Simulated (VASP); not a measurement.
# Pt (Fm-3m) in VASP: further runs

The runs below take Pt through single point, relaxation of cell and atoms, with BLYP.

All numbers are computed with VASP 6.6.1; they aren't measurements. Logs are shortened: lines on timing, memory, paths and dates and some standing lists are left out, and cuts for length are marked.

## 1. The cell of the first run

The structure is cubic, space group Fm-3m (No. 225). The conventional cell has a = 4.053 Å, b = 4.053 Å, c = 4.053 Å, α = 90.00°, β = 90.00°, γ = 90.00°. Within 3.8 Å of Pt (site symmetry m-3m) lie 12 Pt at 2.87 Å.

## 2. Single point, BLYP

Contents of INCAR:

```
SYSTEM = Pt
PREC     = Accurate       ! precision mode
ENCUT    = 520            ! plane-wave cutoff, eV
EDIFF    = 1E-6           ! SCF threshold, eV
ISMEAR   = -1             ! smearing method
SIGMA    = 0.1            ! smearing width, eV
LREAL    = .FALSE.        ! projectors in reciprocal space
LASPH    = .TRUE.         ! aspherical terms in the spheres
NELM     = 100            ! most SCF steps
ALGO     = Normal         ! electronic algorithm
ISIF     = 2              ! what is computed and relaxed
LWAVE    = .FALSE.        ! write WAVECAR
LCHARG   = .TRUE.         ! write CHGCAR
GGA      = B5             ! functional
ALDAX    = 1.0          
AGGAX    = 1.0          
AGGAC    = 1.0          
ALDAC    = 0.0          
LELF     = .TRUE.         ! ELF
LVHAR    = .TRUE.       
NBANDS   = 11             ! bands
```

Contents of KPOINTS:

```
regular mesh
0
G
  14 14 14
  0 0 0
```

Contents of POSCAR:

```
Pt
1.0
    0.0000000000      2.0266736658      2.0266736658
    2.0266736658      0.0000000000      2.0266736658
    2.0266736658      2.0266736658      0.0000000000
Pt
1
Direct
    0.0000000000      0.0000000000      0.0000000000
```

Potentials or basis: VASP PAW PBE potentials, release 64 (Pt).

The run is started by

```bash
$ cat potpaw_PBE.64/Pt/POTCAR > POTCAR
$ mpirun -np 1 vasp_std > vasp.out
```

OUTCAR:

```text
SYSTEM = Pt
   PREC = Accurate
   ENCUT = 520
   EDIFF = 1E-6
   ISMEAR = -1
   LREAL = .FALSE.
   LASPH = .TRUE.
   NELM = 100
   ISIF = 2
   GGA = B5

 ion  position               nearest neighbor table
   1  0.000  0.000  0.000-

  LATTYP: Found a face centered cubic cell.
 ALAT       =     4.0533473316

  Lattice vectors:

 A1 = (   0.0000000000,   2.0266736658,   2.0266736658)
 A2 = (   2.0266736658,   0.0000000000,   2.0266736658)
 A3 = (   2.0266736658,   2.0266736658,   0.0000000000)

Analysis of symmetry for initial positions (statically):
=====================================================================
 Subroutine PRICEL returns:
 Original cell was already a primitive cell.

 Routine SETGRP: Setting up the symmetry group for a
 face centered cubic supercell.

 Subroutine GETGRP returns: Found 48 space group operations
 (whereof 48 operations were pure point group operations)
 out of a pool of 48 trial point group operations.

The static configuration has the point symmetry O_h .

Analysis of symmetry for dynamics (positions and initial velocities):
=====================================================================
 Subroutine PRICEL returns:
 Original cell was already a primitive cell.

 Routine SETGRP: Setting up the symmetry group for a
 face centered cubic supercell.

 Subroutine GETGRP returns: Found 48 space group operations
 (whereof 48 operations were pure point group operations)
 out of a pool of 48 trial point group operations.

The dynamic configuration has the point symmetry O_h .

 Subroutine INISYM returns: Found 48 space group operations
 (whereof 48 operations are pure point group operations),
 and found     1 'primitive' translations

----------------------------------------------------------------------------------------

                                     Primitive cell

  volume of cell :      16.6487

  direct lattice vectors                    reciprocal lattice vectors
     0.000000000  2.026673666  2.026673666    -0.246709674  0.246709674  0.246709674
     2.026673666  0.000000000  2.026673666     0.246709674 -0.246709674  0.246709674
     2.026673666  2.026673666  0.000000000     0.246709674  0.246709674 -0.246709674

  length of vectors
     2.866149385  2.866149385  2.866149385     0.427313691  0.427313691  0.427313691

  position of ions in fractional coordinates (direct lattice)
     0.000000000  0.000000000  0.000000000

  ion indices of the primitive-cell ions
   primitive index   ion index
                 1           1

----------------------------------------------------------------------------------------

 KPOINTS: regular mesh

Automatic generation of k-mesh.
 Grid dimensions read from file:
 generate k-points for:   14   14   14

 Generating k-lattice:

  Cartesian coordinates                     Fractional coordinates (reciprocal lattice)
    -0.017622120  0.017622120  0.017622120     0.071428571  0.000000000  0.000000000
     0.017622120 -0.017622120  0.017622120     0.000000000  0.071428571  0.000000000
     0.017622120  0.017622120 -0.017622120     0.000000000  0.000000000  0.071428571

  Length of vectors
     0.030522406  0.030522406  0.030522406

  Shift w.r.t. Gamma in fractional coordinates (k-lattice)
     0.000000000  0.000000000  0.000000000

 Subroutine IBZKPT returns following result:
 ===========================================

 Found    104 irreducible k-points:

 Following reciprocal coordinates:
            Coordinates               Weight
  0.000000  0.000000  0.000000      1.000000
  0.071429  0.000000  0.000000      8.000000
  0.142857  0.000000  0.000000      8.000000
  0.214286  0.000000  0.000000      8.000000
  0.285714  0.000000  0.000000      8.000000
  0.357143  0.000000  0.000000      8.000000
[... 16 lines left out ...]
  0.214286  0.142857  0.000000     24.000000
  0.285714  0.142857  0.000000     24.000000
 [... further k-points ...]
   k-points           NKPTS =    104   k-points in BZ     NKDIM =    104   number of bands    NBANDS=     11
   number of dos      NEDOS =    301   number of ions     NIONS =      1
   total plane-waves  NPLWV =  13824
   dimension x,y,z NGX =    24 NGY =   24 NGZ =   24
   dimension x,y,z NGXF=    48 NGYF=   48 NGZF=   48
   ions per type =               1
   NGX,Y,Z   is equivalent  to a cutoff of  13.92, 13.92, 13.92 a.u.
   NGXF,Y,Z  is equivalent  to a cutoff of  27.84, 27.84, 27.84 a.u.
 SYSTEM =  Pt
   PREC   = accura    normal or accurate (medium, high low for compatibility)
   ISTART =      0    job   : 0-new  1-cont  2-samecut
   ICHARG =      2    charge: 1-file 2-atom 10-const
   ISPIN  =      1    spin polarized calculation?
   LNONCOLLINEAR =      F non collinear calculations
   LSORBIT =      F    spin-orbit coupling
   LASPH  =      T    aspherical Exc in radial PAW
   ENCUT  =  520.0 eV  38.22 Ry    6.18 a.u.   5.33  5.33  5.33*2*pi/ulx,y,z
   NELM   =    100;   NELMIN=  2; NELMDL= -5     # of ELM steps
   EDIFF  = 0.1E-05   stopping-criterion for ELM
   LREAL  =      F    real-space projection
   EDIFFG = 0.1E-04   stopping-criterion for IOM
   NSW    =      0    number of steps for IOM
   IBRION =     -1    ionic relax: 0-MD 1-quasi-New 2-CG
   NFREE  =      0    steps in history (QN), initial steepest desc. (CG)
   ISIF   =      2    stress and relaxation
   ISYM   =      2    0-nonsym 1-usesym 2-fastsym
   POTIM  = 0.5000    time-step for ionic-motion
   TEBEG  =    0.0;   TEEND  =   0.0 temperature during run
   PSTRESS=    0.0 pullay stress
   NELECT =      10.0000    total number of electrons
   NUPDOWN=      -1.0000    fix difference up-down
   EMIN   =  10.00;   EMAX   =-10.00  energy-range for DOS
   EFERMI =   0.00;   METHOD = LEGACY
   ISMEAR =    -1;   SIGMA  =   0.10  broadening in eV -4-tet -1-fermi 0-gaus
   EFERMI_NEDOS =   21; number of points for ismear=-14 and -15
   IALGO  =     38    algorithm
   IMIX   =      4    mixing-type and parameters
     AMIX     =   0.40;   BMIX     =  1.00
     AMIX_MAG =   1.60;   BMIX_MAG =  1.00
  volume/ion in A,a.u.               =      16.65       112.35
  Fermi-wavevector in a.u.,A,eV,Ry     =   1.381278  2.610236 25.958938  1.907928
  Thomas-Fermi vector in A             =   2.506077
   LORBIT       =      0    0 simple, 1 ext, 2 COOP (PROOUT), +10 PAW based schemes
   GGA     = B5    functional components
   LHFCALC =     F    Hartree Fock is set to
   AEXX    =    0.0000 exact exchange contribution
   IVDW    =     0    specifies the selected vdW correction
   LEPSILON=     F    determine dielectric tensor
   LRPA    =     F    only Hartree local field effects (RPA)
 non-spin polarized calculation
  energy-cutoff  :      520.00
  volume of cell :       16.65
 maximum number of plane-waves:       464
 NGX is ok and might be reduce to    24
   NGX = 11   NGY = 11   NGZ = 11

 number of electron      10.0000000 magnetization

 number of electron       9.9999999 magnetization

 Free energy of the ion-electron system (eV)
  ---------------------------------------------------
  ext. energy  EPLUGINS =         0.00000000
  ---------------------------------------------------
  free energy    TOTEN  =        -5.03683432 eV

  energy without entropy =       -4.97789978  energy(sigma->0) =       -5.00736705

 E-fermi :  10.0368     XC(G=0): -12.2242

 val. band max:       10.0165492448   @ k =   0.4286   0.1429   0.0000
 cond. band min:      10.0521843350   @ k =   0.5000   0.0000   0.0000
 fundamental gap:      0.0356350902
 Fermi energy:        10.0367594495

 k-point     1 :       0.0000    0.0000    0.0000
  band No.  band energies     occupation
      1       1.0266      2.00000
      2       6.7964      2.00000
      3       6.7964      2.00000
      4       6.7964      2.00000
      5       8.6218      2.00000
      6       8.6218      2.00000
      7      25.2005      0.00000
      8      29.4507      0.00000
      9      29.4507      0.00000
     10      29.4507      0.00000
     11      34.9078      0.00000

 k-point     2 :       0.0714    0.0000    0.0000
  band No.  band energies     occupation
      1       1.2133      2.00000
      2       6.7247      2.00000
      3       6.8666      2.00000
      4       6.8666      2.00000
      5       8.5868      2.00000
      6       8.5868      2.00000
      7      25.4640      0.00000
      8      28.4830      0.00000
      9      29.7139      0.00000
     10      29.7139      0.00000
     11      35.7888      0.00000

 k-point     3 :       0.1429    0.0000    0.0000
  band No.  band energies     occupation
      1       1.7459      2.00000
      2       6.5635      2.00000
      3       7.0297      2.00000
      4       7.0297      2.00000
      5       8.5383      2.00000
      6       8.5383      2.00000
      7      26.0294      0.00000
      8      26.6265      0.00000
      9      30.4489      0.00000
     10      30.4489      0.00000
     11      34.5909      0.00000

 k-point     4 :       0.2143    0.0000    0.0000
  band No.  band energies     occupation
      1       2.5146      2.00000
      2       6.4802      2.00000
      3       7.1359      2.00000
      4       7.1359      2.00000
      5       8.6411      2.00000
      6       8.6411      2.00000
      7      24.1876      0.00000
      8      26.6526      0.00000
      9      31.4015      0.00000
     10      31.4015      0.00000
     11      33.0071      0.00000
[... 239 lines left out ...]
 k-point    22 :       0.1429    0.1429    0.0000
  band No.  band energies     occupation
      1       1.9937      2.00000
      2       6.2572      2.00000
      3       7.2831      2.00000
      4       7.2831      2.00000
      5       8.0390      2.00000
      6       8.8617      1.99998
      7      26.5616      0.00000
      8      27.9832      0.00000
      9      28.9561      0.00000
     10      28.9561      0.00000
     11      35.4597      0.00000

 k-point    23 :       0.2143    0.1429    0.0000
  band No.  band energies     occupation
      1       2.5925      2.00000
      2       6.0304      2.00000
      3       7.3928      2.00000
      4       7.5097      2.00000
      5       8.0040      2.00000
      6       9.0034      1.99993
      7      26.2637      0.00000
      8      27.2764      0.00000
      9      28.5335      0.00000
     10      29.5064      0.00000
     11      33.2052      0.00000

 k-point    24 :       0.2857    0.1429    0.0000
  band No.  band energies     occupation
      1       3.3606      2.00000
      2       5.9232      2.00000
      3       7.1183      2.00000
      4       7.5997      2.00000
      5       8.5792      2.00000
      6       9.2871      1.99889
      7      23.7566      0.00000
      8      27.3493      0.00000
      9      28.0515      0.00000
     10      29.8130      0.00000
     11      32.8483      0.00000

 [... further k-points ...]

------------------------ aborting loop because EDIFF is reached ----------------------------------------

  FORCE on cell =-STRESS in cart. coord.  units (eV):
  Direction    XX          YY          ZZ          XY          YZ          ZX
  --------------------------------------------------------------------------------------
  -------------------------------------------------------------------------------------
  Total        0.0986665      0.0986665      0.0986665      0.0000000      0.0000000      0.0000000
  in kB        9.4950874      9.4950874      9.4950874      0.0000000      0.0000000      0.0000000
  external PRESSURE =       9.4950874 kB  Pullay stress =       0.0000000 kB

 VOLUME and BASIS-vectors are now :
 -----------------------------------------------------------------------------
  energy-cutoff  :      520.00
  volume of cell :       16.65
      direct lattice vectors                 reciprocal lattice vectors
     0.000000000  2.026673666  2.026673666    -0.246709674  0.246709674  0.246709674
     2.026673666  0.000000000  2.026673666     0.246709674 -0.246709674  0.246709674
     2.026673666  2.026673666  0.000000000     0.246709674  0.246709674 -0.246709674

 POSITION                                       TOTAL-FORCE (eV/Angst)
 -----------------------------------------------------------------------------------
      0.00000      0.00000      0.00000         0.000000      0.000000      0.000000
 -----------------------------------------------------------------------------------
    total drift:                               -0.000000      0.000000     -0.000000

  FREE ENERGIE OF THE ION-ELECTRON SYSTEM (eV)
  ---------------------------------------------------
  free  energy   TOTEN  =        -5.0368343165 eV

  energy  without entropy=       -4.9778997777  energy(sigma->0) =       -5.00736705
```

Run time: 20 s. Hardware: 1 thread of Intel Xeon Platinum 8488C (Sapphire Rapids), shared host; peak memory 0.15 GiB.

Results:

| Item | Value |
| --- | --- |
| Free energy | -5.0368 eV |
| Pressure | 0.9 GPa |
| Band gap on the k mesh | zero (band 5 reaches 10.44 eV, above the bottom of band 6 at 8.54 eV) |

Levels at points of the mesh, in eV from the Fermi level:
| k point | band 3 | band 4 | band 5 | band 6 | band 7 | band 8 |
| --- | --- | --- | --- | --- | --- | --- |
| (0.00, 0.00, 0.00) | -3.24 | -3.24 | -1.41 | -1.41 | 15.16 | 19.41 |
| (0.50, 0.00, 0.00) | -3.28 | 0.02 | 0.02 | 0.19 | 5.14 | 14.73 |
| (0.50, 0.50, 0.00) | -0.02 | 0.40 | 0.40 | 2.19 | 7.85 | 11.19 |

Caveat: the PAW data sets were made with another functional, which shifts forces and pressure a little; spin-orbit coupling is left out, which moves the levels of the heavy elements.

## 3. Relaxation of cell and atoms, BLYP

This run uses another cell than the first one, of 15.09 Å³/atom, 0.907 times its volume.

Contents of INCAR:

```
SYSTEM = Pt
AGGAC = 1.0 ; AGGAX = 1.0
ALDAC = 0.0 ; ALDAX = 1.0
ALGO = Normal ; EDIFF = 1E-6
EDIFFG = -0.01 ; ENCUT = 600
GGA = B5 ; IBRION = 2
ISIF = 3 ; ISMEAR = -1
LASPH = .True. ; LCHARG = .False.
LREAL = .False. ; LWAVE = .False.
NELM = 80 ; NSW = 80
PREC = Accurate ; SIGMA = 0.1
```

Contents of KPOINTS:

```
k-points
0
Gamma
  14 14 14
  0 0 0
```

Contents of POSCAR:

```
Pt
1.0
    0.0000000000      1.9615500000      1.9615500000
    1.9615500000      0.0000000000      1.9615500000
    1.9615500000      1.9615500000      0.0000000000
Pt
1
Direct
    0.0000000000      0.0000000000      0.0000000000
```

Potentials or basis: VASP PAW PBE potentials, release 64 (Pt).

The run is started by

```bash
$ cat potpaw_PBE.64/Pt/POTCAR > POTCAR
$ mpirun -np 1 vasp_std > vasp.out
```

It took 76 s on 1 thread of Intel Xeon Platinum 8488C (Sapphire Rapids), shared host; peak memory 0.16 GiB.

It converged, with:

| Quantity | Value |
| --- | --- |
| Free energy | -5.0360 eV |
| Relaxed volume | 16.73 Å³/atom |
| Relaxed cell | a = 2.871 Å, b = 2.871 Å, c = 2.871 Å, α = 60.00°, β = 60.00°, γ = 60.00° |
| Space group after relaxing (to 0.05 Å) | Fm-3m (No. 225) |
| Energy gained by relaxing | 123.0 meV/atom |
| Ionic steps | 5 |
| Pressure after relaxing | 0.0 GPa |
| Band gap on the k mesh | zero (band 5 reaches 10.35 eV, above the bottom of band 6 at 8.47 eV) |

Step by step:
| step | energy change (eV) | largest force (eV/Å) | pressure (GPa) | volume (Å³) |
| --- | --- | --- | --- | --- |
| 1 | 0.0000 | 0.0000 | 26.97 | 15.09 |
| 2 | 0.3331 | 0.0000 | -23.82 | 21.36 |
| 3 | -0.1221 | 0.0000 | -1.85 | 16.89 |
| 4 | -0.1230 | 0.0000 | -0.38 | 16.76 |
| 5 | -0.1230 | 0.0000 | 0.04 | 16.73 |

Final structure:
```cif
data_structure
_symmetry_space_group_name_H-M 'P 1'
_symmetry_Int_Tables_number 1
_cell_length_a 2.8706
_cell_length_b 2.8706
_cell_length_c 2.8706
_cell_angle_alpha 60.000
_cell_angle_beta 60.000
_cell_angle_gamma 60.000
_cell_volume 16.73
loop_
_atom_site_label
_atom_site_type_symbol
_atom_site_fract_x
_atom_site_fract_y
_atom_site_fract_z
_atom_site_occupancy
Pt1 Pt 0.00000 0.00000 0.00000 1
```

Levels at points of the mesh, in eV from the Fermi level:
```
           k point  band 2  band 3  band 4  band 5  band 6  band 7  band 8  band 9
(0.00, 0.00, 0.00)   -3.22   -3.22   -3.22   -1.40   -1.40   15.17   19.40   19.40
(0.50, 0.00, 0.00)   -3.26   -3.26    0.01    0.01    0.20    5.11   14.74   18.28
(0.50, 0.50, 0.00)   -5.59   -0.02    0.40    0.40    2.19    7.81   11.17   11.17
```

Caveat: the PAW data sets were made with another functional, which shifts forces and pressure a little; spin-orbit coupling is left out, which moves the levels of the heavy elements; the volume moved by +11 % from the deposited cell, more than functionals usually miss. BLYP gives volumes clearly too large for solids.

(Continued in part 2 of 2.)
